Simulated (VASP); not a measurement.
# CdI2 (P-3m1) in VASP: further runs

Runs on CdI2. Level: PBE. Tasks: relaxation of cell and atoms, single point, relaxation of shape and atoms at fixed volume.

Program: VASP 6.6.1. These are calculated values, not measurements. Logs are shortened: lines on timing, memory, paths and dates and some standing lists are left out, and cuts for length are marked.

## (1) The cell of the first run

The structure is trigonal, space group P-3m1 (No. 164). The conventional cell has a = 4.330 Å, b = 4.330 Å, c = 7.815 Å, α = 90.00°, β = 90.00°, γ = 120.00°. Cd (site symmetry -3m) has 6 I at 3.03 Å within 4.0 Å. Within 4.0 Å of I (site symmetry 3m) lie 3 Cd at 3.03 Å.

## (2) Relaxation of cell and atoms, PBE

Contents of INCAR:

```
SYSTEM = CdI2
  PREC = Accurate
  ENCUT = 500
  EDIFF = 1E-7
  ISMEAR = 0
  SIGMA = 0.05
  LREAL = .FALSE.
  LASPH = .TRUE.
  NELM = 120
  ALGO = Normal
  ISIF = 3
  LWAVE = .FALSE.
  LCHARG = .FALSE.
  GGA = PE
  IBRION = 2
  NSW = 50
  EDIFFG = -0.01
  GGA_COMPAT = .FALSE.
  NELMIN = 4
```

Contents of KPOINTS:

```
Automatic mesh
0
G
  10 10 6
  0 0 0
```

Contents of POSCAR:

```
CdI2
1.0
    4.3297118284      0.0000000000      0.0000000000
   -2.1648559142      3.7496404344      0.0000000000
    0.0000000000      0.0000000000      7.8151329916
Cd I
1 2
Direct
    0.0000000000      0.0000000000      0.0000000000
    0.3333333333      0.6666666667      0.2199462841
    0.6666666667      0.3333333333      0.7800537159
```

Potentials or basis: VASP PAW PBE potentials, release 64 (Cd, I).

The run is started by

```
cat potpaw_PBE.64/Cd/POTCAR potpaw_PBE.64/I/POTCAR > POTCAR
mpirun -np 1 vasp_std > vasp.out
```

OUTCAR:

```text
SYSTEM = CdI2
   PREC = Accurate
   ENCUT = 500
   EDIFF = 1E-7
   ISMEAR = 0
   LREAL = .FALSE.
   LASPH = .TRUE.
   NELM = 120
   ISIF = 3
   GGA = PE
   IBRION = 2
   NSW = 50
   EDIFFG = -0.01
   NELMIN = 4

 ion  position               nearest neighbor table
   1  0.000  0.000  0.000-   2 3.03   3 3.03   2 3.03   3 3.03   3 3.03   2 3.03
   2  0.333  0.667  0.220-   1 3.03   1 3.03   1 3.03
   3  0.667  0.333  0.780-   1 3.03   1 3.03   1 3.03

  LATTYP: Found a hexagonal cell.
 ALAT       =     4.3297118284
 C/A-ratio  =     1.8050007255

  Lattice vectors:

 A1 = (   4.3297118284,   0.0000000000,   0.0000000000)
 A2 = (  -2.1648559142,   3.7496404344,   0.0000000000)
 A3 = (   0.0000000000,   0.0000000000,   7.8151329916)

Analysis of symmetry for initial positions (statically):
=====================================================================
 Subroutine PRICEL returns:
 Original cell was already a primitive cell.

 Routine SETGRP: Setting up the symmetry group for a
 hexagonal supercell.

 Subroutine GETGRP returns: Found 12 space group operations
 (whereof 12 operations were pure point group operations)
 out of a pool of 24 trial point group operations.

The static configuration has the point symmetry D_3d.

Analysis of symmetry for dynamics (positions and initial velocities):
=====================================================================
 Subroutine PRICEL returns:
 Original cell was already a primitive cell.

 Routine SETGRP: Setting up the symmetry group for a
 hexagonal supercell.

 Subroutine GETGRP returns: Found 12 space group operations
 (whereof 12 operations were pure point group operations)
 out of a pool of 24 trial point group operations.

The dynamic configuration has the point symmetry D_3d.

 Subroutine INISYM returns: Found 12 space group operations
 (whereof 12 operations are pure point group operations),
 and found     1 'primitive' translations

----------------------------------------------------------------------------------------

                                     Primitive cell

  volume of cell :     126.8776

  direct lattice vectors                    reciprocal lattice vectors
     4.329711828  0.000000000  0.000000000     0.230962253  0.133346119  0.000000000
    -2.164855914  3.749640434  0.000000000     0.000000000  0.266692238  0.000000000
     0.000000000  0.000000000  7.815132992     0.000000000  0.000000000  0.127956876

  length of vectors
     4.329711828  4.329711828  7.815132992     0.266692238  0.266692238  0.127956876

  position of ions in fractional coordinates (direct lattice)
     0.000000000  0.000000000  0.000000000
     0.333333333  0.666666667  0.219946284
     0.666666667  0.333333333  0.780053716

  ion indices of the primitive-cell ions
   primitive index   ion index
                 1           1
                 2           2
                 3           3

----------------------------------------------------------------------------------------

 KPOINTS: Automatic mesh

Automatic generation of k-mesh.
 Grid dimensions read from file:
 generate k-points for:   10   10    6

 Generating k-lattice:

  Cartesian coordinates                     Fractional coordinates (reciprocal lattice)
     0.023096225  0.013334612  0.000000000     0.100000000  0.000000000  0.000000000
     0.000000000  0.026669224  0.000000000     0.000000000  0.100000000  0.000000000
     0.000000000  0.000000000  0.021326146     0.000000000  0.000000000  0.166666667
[... 57 lines left out ...]
   EDIFF  = 0.1E-06   stopping-criterion for ELM
   LREAL  =      F    real-space projection
   EDIFFG = -.1E-01   stopping-criterion for IOM
   NSW    =     50    number of steps for IOM
   IBRION =      2    ionic relax: 0-MD 1-quasi-New 2-CG
   NFREE  =      1    steps in history (QN), initial steepest desc. (CG)
   ISIF   =      3    stress and relaxation
   ISYM   =      2    0-nonsym 1-usesym 2-fastsym
   POTIM  = 0.5000    time-step for ionic-motion
   TEBEG  =    0.0;   TEEND  =   0.0 temperature during run
   PSTRESS=    0.0 pullay stress
   NELECT =      26.0000    total number of electrons
   NUPDOWN=      -1.0000    fix difference up-down
   EMIN   =  10.00;   EMAX   =-10.00  energy-range for DOS
   EFERMI =   0.00;   METHOD = LEGACY
   ISMEAR =     0;   SIGMA  =   0.05  broadening in eV -4-tet -1-fermi 0-gaus
   EFERMI_NEDOS =   21; number of points for ismear=-14 and -15
   IALGO  =     38    algorithm
   IMIX   =      4    mixing-type and parameters
     AMIX     =   0.40;   BMIX     =  1.00
     AMIX_MAG =   1.60;   BMIX_MAG =  1.00
  volume/ion in A,a.u.               =      42.29       285.40
  Fermi-wavevector in a.u.,A,eV,Ry     =   0.965171  1.823909 12.674577  0.931555
  Thomas-Fermi vector in A             =   2.094865
   LORBIT       =      0    0 simple, 1 ext, 2 COOP (PROOUT), +10 PAW based schemes
   GGA     = PE    functional components
   LHFCALC =     F    Hartree Fock is set to
   AEXX    =    0.0000 exact exchange contribution
   IVDW    =     0    specifies the selected vdW correction
   LEPSILON=     F    determine dielectric tensor
   LRPA    =     F    only Hartree local field effects (RPA)
 conjugate gradient relaxation of ions
 non-spin polarized calculation
 Gauss-broadening in eV      SIGMA  =   0.05
  energy-cutoff  :      500.00
  volume of cell :      126.88
 maximum number of plane-waves:      3254
   NGX = 15   NGY = 15   NGZ = 29

--------------------------------------- Ionic step        1  -------------------------------------------

 number of electron      26.0000008 magnetization

 Free energy of the ion-electron system (eV)
  ---------------------------------------------------
  ext. energy  EPLUGINS =         0.00000000
  ---------------------------------------------------
  free energy    TOTEN  =        -5.54997445 eV

  energy without entropy =       -5.54997445  energy(sigma->0) =       -5.54997445

------------------------ aborting loop because EDIFF is reached ----------------------------------------

  FORCE on cell =-STRESS in cart. coord.  units (eV):
  Direction    XX          YY          ZZ          XY          YZ          ZX
  --------------------------------------------------------------------------------------
  -------------------------------------------------------------------------------------
  Total        0.0704467      0.0704467      0.0571670      0.0000000     -0.0000000     -0.0000000
  in kB        0.8895825      0.8895825      0.7218897      0.0000000     -0.0000000     -0.0000000
  external PRESSURE =       0.8336849 kB  Pullay stress =       0.0000000 kB

 VOLUME and BASIS-vectors are now :
 -----------------------------------------------------------------------------
  energy-cutoff  :      500.00
  volume of cell :      126.88
      direct lattice vectors                 reciprocal lattice vectors
     4.329711828  0.000000000  0.000000000     0.230962253  0.133346119  0.000000000
    -2.164855914  3.749640434  0.000000000     0.000000000  0.266692238  0.000000000
     0.000000000  0.000000000  7.815132992     0.000000000  0.000000000  0.127956876

 POSITION                                       TOTAL-FORCE (eV/Angst)
 -----------------------------------------------------------------------------------
      0.00000      0.00000      0.00000         0.000000      0.000000      0.000000
     -0.00000      2.49976      1.71891         0.000000     -0.000000      0.017618
      2.16486      1.24988      6.09622        -0.000000      0.000000     -0.017618
 -----------------------------------------------------------------------------------
    total drift:                                0.000000     -0.000000      0.000000

  FREE ENERGIE OF THE ION-ELECTRON SYSTEM (eV)
  ---------------------------------------------------
  free  energy   TOTEN  =        -5.5499744549 eV

  energy  without entropy=       -5.5499744549  energy(sigma->0) =       -5.54997445

--------------------------------------- Ionic step        2  -------------------------------------------

 number of electron      26.0000009 magnetization

 Free energy of the ion-electron system (eV)
  ---------------------------------------------------
  ext. energy  EPLUGINS =         0.00000000
  ---------------------------------------------------
  free energy    TOTEN  =        -5.55007955 eV

  energy without entropy =       -5.55007955  energy(sigma->0) =       -5.55007955

 E-fermi :   0.8314     XC(G=0):  -7.6706

 val. band max:        0.5612286885   @ k =   0.1000   0.0000   0.1667
 cond. band min:       2.9772758658   @ k =   0.5000   0.0000   0.5000
 fundamental gap:      2.4160471774
 Fermi energy:         0.8314071192

 k-point     1 :       0.0000    0.0000    0.0000
  band No.  band energies     occupation
      1     -11.1826      2.00000
      2     -10.6908      2.00000
      3      -6.8736      2.00000
      4      -6.8736      2.00000
      5      -6.7635      2.00000
      6      -6.7018      2.00000
[... 457 lines left out ...]
      4      -6.7767      2.00000
      5      -6.6873      2.00000
      6      -6.6498      2.00000
[... 9 lines left out ...]
     16       6.9309      0.00000
     17       7.3087      0.00000

 [... further k-points ...]

------------------------ aborting loop because EDIFF is reached ----------------------------------------

  FORCE on cell =-STRESS in cart. coord.  units (eV):
  Direction    XX          YY          ZZ          XY          YZ          ZX
  --------------------------------------------------------------------------------------
  -------------------------------------------------------------------------------------
  Total       -0.0048105     -0.0048105     -0.0129244     -0.0000000     -0.0000000      0.0000000
  in kB       -0.0605530     -0.0605530     -0.1626870     -0.0000000     -0.0000000      0.0000000
  external PRESSURE =      -0.0945977 kB  Pullay stress =       0.0000000 kB

 VOLUME and BASIS-vectors are now :
 -----------------------------------------------------------------------------
  energy-cutoff  :      500.00
  volume of cell :      127.28
      direct lattice vectors                 reciprocal lattice vectors
     4.334616722  0.000000000 -0.000000000     0.230700905  0.133195230 -0.000000000
    -2.167308361  3.753888197  0.000000000     0.000000000  0.266390459  0.000000000
     0.000000000 -0.000000000  7.822317409     0.000000000  0.000000000  0.127839353

 POSITION                                       TOTAL-FORCE (eV/Angst)
 -----------------------------------------------------------------------------------
      0.00000      0.00000     -0.00000         0.000000      0.000000      0.000000
     -0.00000      2.50259      1.72134        -0.000000      0.000000     -0.002806
      2.16731      1.25130      6.10098         0.000000     -0.000000      0.002806
 -----------------------------------------------------------------------------------
    total drift:                                0.000000     -0.000000      0.000000

  FREE ENERGIE OF THE ION-ELECTRON SYSTEM (eV)
  ---------------------------------------------------
  free  energy   TOTEN  =        -5.5500795497 eV

  energy  without entropy=       -5.5500795497  energy(sigma->0) =       -5.55007955

 reached required accuracy - stopping structural energy minimisation
```

Wall time 68 s (1 thread of Intel Xeon 6975P-C (Granite Rapids), shared host); peak memory 0.34 GiB.

Results:

```
Free energy                           : -5.5501 eV
Relaxed volume                        : 42.43 Å³/atom
Relaxed cell                          : a = 4.335 Å, b = 4.335 Å, c = 7.822 Å, α = 90.00°, β = 90.00°, γ = 120.00°
Space group after relaxing (to 0.1 Å) : P-3m1 (No. 164)
Energy gained by relaxing             : 0.0 meV/atom
Ionic steps                           : 2
Pressure after relaxing               : 0.0 GPa
Band gap on the k mesh                : 2.42 eV (least direct gap 2.53 eV)
```

Forces on the atoms (eV/Å):
```
Cd   0.000  0.000  0.000
I    0.000  0.000 -0.003
I    0.000  0.000  0.003
```

The path:
```tsv
step	energy change (eV)	largest force (eV/Å)	pressure (GPa)	volume (Å³)
1	0.0000	0.0176	0.08	126.88
2	-0.0001	0.0028	-0.01	127.28
```

Final structure:
```
CELL_PARAMETERS angstrom
4.33462 0.00000 0.00000
-2.16731 3.75389 0.00000
0.00000 0.00000 7.82232
ATOMIC_POSITIONS crystal
Cd 0.00000 0.00000 0.00000
I 0.33333 0.66667 0.22006
I 0.66667 0.33333 0.77994
```

Caveat: spin-orbit coupling is left out, which moves the levels of the heavy elements; this functional lacks dispersion, which binds layers or chains, so the pressure and a relaxed spacing across them are unreliable. As with any semilocal functional, this PBE gap is likely too small.

## (3) Single point, PBE

Contents of INCAR:

```
SYSTEM = CdI2
PREC = Accurate
ENCUT = 500
EDIFF = 1E-6
ISMEAR = -5
SIGMA = 0.1
LREAL = .FALSE.
LASPH = .TRUE.
NELM = 120
ALGO = Normal
ISIF = 2
LWAVE = .FALSE.
LCHARG = .FALSE.
GGA = PE
NBANDS = 20
ISYM = 0
GGA_COMPAT = .FALSE.
```

KPOINTS is that of step 2.

POSCAR is that of step 2.

Potentials or basis: VASP PAW PBE potentials, release 64 (Cd, I).

The run is started by

```
cat potpaw_PBE.64/Cd/POTCAR potpaw_PBE.64/I/POTCAR > POTCAR
mpirun -np 1 vasp_std > vasp.out
```

OUTCAR:

```text
SYSTEM = CdI2
   PREC = Accurate
   ENCUT = 500
   EDIFF = 1E-6
   ISMEAR = -5
   LREAL = .FALSE.
   LASPH = .TRUE.
   NELM = 120
   ISIF = 2
   GGA = PE
   ISYM = 0

 ion  position               nearest neighbor table
   1  0.000  0.000  0.000-   2 3.03   3 3.03   2 3.03   3 3.03   3 3.03   2 3.03
   2  0.333  0.667  0.220-   1 3.03   1 3.03   1 3.03
   3  0.667  0.333  0.780-   1 3.03   1 3.03   1 3.03

IMPORTANT INFORMATION: All symmetrisations will be switched off!
NOSYMM: (Re-)initialisation of all symmetry stuff for point group C_1.

----------------------------------------------------------------------------------------

                                     Primitive cell

  volume of cell :     126.8776

  direct lattice vectors                    reciprocal lattice vectors
     4.329711828  0.000000000  0.000000000     0.230962253  0.133346119  0.000000000
    -2.164855914  3.749640434  0.000000000     0.000000000  0.266692238  0.000000000
     0.000000000  0.000000000  7.815132992     0.000000000  0.000000000  0.127956876

  length of vectors
     4.329711828  4.329711828  7.815132992     0.266692238  0.266692238  0.127956876

  position of ions in fractional coordinates (direct lattice)
     0.000000000  0.000000000  0.000000000
     0.333333333  0.666666667  0.219946284
     0.666666667  0.333333333  0.780053716

  ion indices of the primitive-cell ions
   primitive index   ion index
                 1           1
                 2           2
                 3           3

----------------------------------------------------------------------------------------

 KPOINTS: Automatic mesh

Automatic generation of k-mesh.
 Grid dimensions read from file:
 generate k-points for:   10   10    6
[... 79 lines left out ...]
   EMIN   =  10.00;   EMAX   =-10.00  energy-range for DOS
   EFERMI =   0.00;   METHOD = LEGACY
   ISMEAR =    -5;   SIGMA  =   0.10  broadening in eV -4-tet -1-fermi 0-gaus
   EFERMI_NEDOS =   21; number of points for ismear=-14 and -15
   IALGO  =     38    algorithm
   IMIX   =      4    mixing-type and parameters
     AMIX     =   0.40;   BMIX     =  1.00
     AMIX_MAG =   1.60;   BMIX_MAG =  1.00
  volume/ion in A,a.u.               =      42.29       285.40
  Fermi-wavevector in a.u.,A,eV,Ry     =   0.965171  1.823909 12.674577  0.931555
  Thomas-Fermi vector in A             =   2.094865
   LORBIT       =      0    0 simple, 1 ext, 2 COOP (PROOUT), +10 PAW based schemes
   GGA     = PE    functional components
   LHFCALC =     F    Hartree Fock is set to
   AEXX    =    0.0000 exact exchange contribution
   IVDW    =     0    specifies the selected vdW correction
   LEPSILON=     F    determine dielectric tensor
   LRPA    =     F    only Hartree local field effects (RPA)
 non-spin polarized calculation
 Fermi weights with tetrahedron method with Bloechl corrections
  energy-cutoff  :      500.00
  volume of cell :      126.88
 maximum number of plane-waves:      3254
   NGX = 15   NGY = 15   NGZ = 29

 number of electron      26.0000008 magnetization

 Free energy of the ion-electron system (eV)
  ---------------------------------------------------
  ext. energy  EPLUGINS =         0.00000000
  ---------------------------------------------------
  free energy    TOTEN  =        -5.54997467 eV

  energy without entropy =       -5.54997467  energy(sigma->0) =       -5.54997467

 E-fermi :   0.6234     XC(G=0):  -7.6828

 val. band max:        0.5877543965   @ k =   0.0000  -0.1000   0.1667
 cond. band min:       3.0089218369   @ k =   0.5000   0.0000   0.5000
 fundamental gap:      2.4211674404
 Fermi energy:         0.6234118100

 k-point     1 :       0.0000    0.0000    0.0000
  band No.  band energies     occupation
      1     -11.1710      2.00000
      2     -10.6737      2.00000
      3      -6.8531      2.00000
      4      -6.8531      2.00000
      5      -6.7418      2.00000
      6      -6.6791      2.00000
[... 541 lines left out ...]
     19       8.3919      0.00000
     20       9.0276      0.00000

 [... further k-points ...]

------------------------ aborting loop because EDIFF is reached ----------------------------------------

  FORCE on cell =-STRESS in cart. coord.  units (eV):
  Direction    XX          YY          ZZ          XY          YZ          ZX
  --------------------------------------------------------------------------------------
  -------------------------------------------------------------------------------------
  Total        0.0662749      0.0662727      0.0541088     -0.0000002     -0.0000010     -0.0000003
  in kB        0.8369023      0.8368745      0.6832724     -0.0000021     -0.0000122     -0.0000033
  external PRESSURE =       0.7856831 kB  Pullay stress =       0.0000000 kB

 VOLUME and BASIS-vectors are now :
 -----------------------------------------------------------------------------
  energy-cutoff  :      500.00
  volume of cell :      126.88
      direct lattice vectors                 reciprocal lattice vectors
     4.329711828  0.000000000  0.000000000     0.230962253  0.133346119  0.000000000
    -2.164855914  3.749640434  0.000000000     0.000000000  0.266692238  0.000000000
     0.000000000  0.000000000  7.815132992     0.000000000  0.000000000  0.127956876

 POSITION                                       TOTAL-FORCE (eV/Angst)
 -----------------------------------------------------------------------------------
      0.00000      0.00000      0.00000         0.000000      0.000000      0.000000
     -0.00000      2.49976      1.71891         0.000000     -0.000000      0.017785
      2.16486      1.24988      6.09622        -0.000000      0.000000     -0.017785
 -----------------------------------------------------------------------------------
    total drift:                               -0.000000      0.000000     -0.000000

  FREE ENERGIE OF THE ION-ELECTRON SYSTEM (eV)
  ---------------------------------------------------
  free  energy   TOTEN  =        -5.5499746735 eV

  energy  without entropy=       -5.5499746735  energy(sigma->0) =       -5.54997467
```

stdout:

```text
POSCAR found type information on POSCAR CdI
 POSCAR found :  2 types and       3 ions
 scaLAPACK will be used
 LDA part: xc-table for (Slater+PW92), standard interpolation
 POSCAR, INCAR and KPOINTS ok, starting setup
 FFT: planning ... GRIDC
 FFT: planning ... GRID_SOFT
 FFT: planning ... GRID
 WAVECAR not read
 entering main loop
```

Run time: 9.6 min. Hardware: 1 thread of Oxide Virtual Turin-like, shared host; peak memory 0.73 GiB.

Results:

| Quantity | Value |
| --- | --- |
| Free energy | -5.5500 eV |
| Pressure | 0.1 GPa |
| Largest force | 0.018 eV/Å |
| Band gap on the k mesh | 2.42 eV (least direct gap 2.54 eV) |

Forces on the atoms (eV/Å):
```
Cd   0.000  0.000  0.000
I    0.000  0.000  0.018
I    0.000  0.000 -0.018
```

Caveat: spin-orbit coupling is left out, which moves the levels of the heavy elements; this functional lacks dispersion, which binds layers or chains, so the pressure and a relaxed spacing across them are unreliable.

(Continued in part 2 of 2.)
